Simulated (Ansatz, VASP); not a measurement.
# InP in VASP and in Ansatz

File INCAR:

```
SYSTEM = InP
PREC     = Accurate       ! precision mode
ENCUT    = 520            ! plane-wave cutoff, eV
EDIFF    = 1E-7           ! SCF threshold, eV
ISMEAR   = 0              ! smearing method
SIGMA    = 0.05           ! smearing width, eV
LREAL    = .FALSE.        ! projectors in reciprocal space
LASPH    = .TRUE.         ! aspherical terms in the spheres
NELM     = 60             ! most SCF steps
ALGO     = Normal         ! electronic algorithm
ISIF     = 2              ! what is computed and relaxed
LWAVE    = .FALSE.        ! write WAVECAR
LCHARG   = .TRUE.         ! write CHGCAR
GGA      = PE             ! functional
LELF     = .TRUE.         ! ELF
LVHAR    = .TRUE.       
NBANDS   = 16             ! bands
```

File KPOINTS:

```
Automatic mesh
0
G
  10 10 10
  0 0 0
```

The input POSCAR:

```
InP
1.0
    0.0000000000      2.8832256042      3.0273868844
    2.8832256042      0.0000000000      3.0273868844
    2.8832256042      2.8832256042      0.0000000000
In P
1 1
Direct
    0.0000000000      0.0000000000      0.0000000000
    0.7500000000      0.7500000000      0.7500000000
```

Input for Ansatz:

```yaml
crystal:
  lattice:
    - [0.0, 2.8832256042, 3.0273868844]
    - [2.8832256042, 0.0, 3.0273868844]
    - [2.8832256042, 2.8832256042, 0.0]
  atoms:
    - { symbol: In, position: [0.0, 0.0, 0.0] }
    - { symbol: P, position: [0.75, 0.75, 0.75] }
basis:
  ecutwfc: 420
kpoints:
  mp_grid: { grid: [10, 10, 10] }
hamiltonian:
  xc: pbe
scf:
  occupations: { method: gaussian, width: 0.05 }
output:
  forces: true
  stress: true
  eigenvalues: true
```

Alike in both runs: task single point; functional PBE; k mesh 10 × 10 × 10; occupations gaussian, width 0.05 eV; no spin polarisation.

|  | VASP | Ansatz |
| --- | --- | --- |
| version | VASP 6.6.1 | Ansatz 0.2.0 |
| potentials or method | VASP PAW PBE potentials, release 64 (In_d, P), cutoff 520 eV | scalar-relativistic, plane waves, PAW |
| valence electrons in the cell | 18 | 18 |

```tsv
	VASP	Ansatz	Ansatz less VASP
gap on the k mesh at the Fermi level (eV)	0.62	0.62	+0.003
least direct gap on the mesh (eV)	0.62	0.62	+0.003
pressure (GPa)	3.2	3.3	+0.06
traceless stress, the component that is largest in VASP (GPa)	-1.43	-1.43	0.000
```

With one functional, cell and mesh, what is left measures potentials, basis and numerics.
